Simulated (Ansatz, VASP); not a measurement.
**Al2InAs3 in VASP and in Ansatz**

```
Al In As
1.0
     4.17285   -0.00033   -0.00037
     0.00066   -8.34512   -0.00011
    -2.08711    2.08723   -8.73819
Al In As
4 2 6
Direct
  0.32918 0.66461 0.65841
  0.32924 0.16467 0.65846
  0.67083 0.83545 0.34159
  0.67064 0.33541 0.34153
  0.99978 0.49997 0.00004
  0.00018 0.99987 0.99995
  0.59288 0.54655 0.18600
  0.59315 0.04652 0.18595
  0.25010 0.87506 0.50003
  0.24993 0.37501 0.49996
  0.90703 0.70340 0.81401
  0.90706 0.20348 0.81406
```

Change from the starting cell: cell x2, atoms moved at random (sigma 0.1 Å) and cell strained at random (1.5 %), then relaxed without symmetry.

Alike in both runs: functional PBE; k mesh 4 × 2 × 4; occupations gaussian, width 0.1 eV; no spin polarisation.

Ansatz relaxed the structure, and its values are those at the end. VASP's run is a single point on that final structure, the one shown.

```csv
,VASP,Ansatz
version,VASP 6.6.1,Ansatz 0.2.0
potentials or method,"VASP PAW PBE potentials, release 64 (Al, In_d, As), cutoff 520 eV","scalar-relativistic, plane waves, PAW"
valence electrons in the cell,68,128
```

VASP gave:

* gap on the k mesh at the Fermi level (eV): 0.86
* least direct gap on the mesh (eV): 0.86
* pressure (GPa): 0.1

Problem. What did Ansatz give for the same quantities?

Solution. gap on the k mesh at the Fermi level (eV): 0.85; least direct gap on the mesh (eV): 0.85; pressure (GPa): 0.0.

VASP's potentials hold 68 valence electrons a cell and Ansatz's 128, so a difference there can come from the potentials and not from the codes.
